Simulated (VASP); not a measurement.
Here is a VASP 6.6.1 calculation.

Contents of INCAR:

```
SYSTEM = Rh
PREC = Accurate
ENCUT = 520
EDIFF = 1E-6
ISMEAR = -1
SIGMA = 0.05
LREAL = .FALSE.
LASPH = .TRUE.
NELM = 100
ALGO = Normal
ISIF = 2
LWAVE = .FALSE.
LCHARG = .FALSE.
GGA = PE
NBANDS = 14
```

Contents of KPOINTS:

```
regular mesh
0
G
  18 18 18
  0 0 0
```

File POSCAR:

```
Rh
1.0
   -1.4904610754      1.4904610754      1.4904610754
    1.4904610754     -1.4904610754      1.4904610754
    1.4904610754      1.4904610754     -1.4904610754
Rh
1
Direct
    0.0000000000      0.0000000000      0.0000000000
```

Potentials or basis: VASP PAW PBE potentials, release 64 (Rh_pv).

Launch:

```console
$ cat potpaw_PBE.64/Rh_pv/POTCAR > POTCAR
$ mpirun -np 1 vasp_std > vasp.out
```

Q: Estimate the pressure.

A: 26.1 GPa.

Q: Estimate the band gap on the k mesh.

A: Zero (an odd number of electrons rules out a gap without spin polarisation).

Caveat: the cell stands under pressure.
